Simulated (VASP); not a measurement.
Wanted: the native input for a VASP 6.6.1 run.

```
Task                   : single point
Functional             : PBE
Dispersion             : D3(BJ)
Potentials or basis    : VASP PAW PBE potentials, release 64 (Pt, Se)
Cutoff                 : 520 eV
k mesh                 : 12 × 12 × 8
Occupations            : gaussian, width 0.15 eV
Spin                   : no spin polarisation
Dipole correction      : no
Further INCAR settings : ALGO = Normal; EDIFF = 1e-06; NBANDS = 18
```

The structure of PtSe2 lies in POSCAR:

```
PtSe2
1.0
    4.3372285822      0.0000000000      0.0000000000
   -2.1686142911      3.5111838211      0.0000000000
    0.0000000000      0.0000000000      4.8219239451
Pt Se
1 2
Direct
    0.0000000000      0.0000000000      0.0000000000
    0.3333333333      0.6666666667      0.2655211092
    0.6666666667      0.3333333333      0.7344788908
```

This cell differs from its parent crystal: normal strain along x +0.1500, normal strain along y +0.0750.

These files were run (other wordings do the same):

INCAR

```
SYSTEM = PtSe2
  PREC = Accurate
  ENCUT = 520
  EDIFF = 1E-6
  ISMEAR = 0
  SIGMA = 0.15
  LREAL = .False.
  LASPH = .True.
  NELM = 100
  ALGO = Normal
  ISIF = 2
  LWAVE = .False.
  LCHARG = .False.
  GGA = PE
  IVDW = 12
  NBANDS = 18
```

KPOINTS

```
Automatic mesh
0
Gamma
  12 12 8
  0 0 0
```

Potentials or basis: VASP PAW PBE potentials, release 64 (Pt, Se).

Launch:

```bash
$ cat potpaw_PBE.64/Pt/POTCAR potpaw_PBE.64/Se/POTCAR > POTCAR
$ mpirun -np 1 vasp_std > vasp.out
```

It gave:

```json
{"Pressure": "-16.8 GPa", "Largest force": "1.162 eV/Å", "Band gap on the k mesh": "zero (band 11 reaches 4.59 eV, above the bottom of band 12 at 3.76 eV)", "Dispersion energy per atom": "-0.395 eV"}
```

Caveat: the cell differs from its parent crystal (normal strain along x +0.1500, normal strain along y +0.0750); spin-orbit coupling is left out, which moves the levels of the heavy elements; pairwise dispersion overbinds metals, which lowers pressure and volume; forces of over 1 eV/Å act on the atoms, so gaps and moduli don't describe the material at rest.

Run time: 2.1 min on 1 thread of Intel(R) Xeon(R) 6975P-C (Granite Rapids) (shared host), peak memory 0.53 GiB.
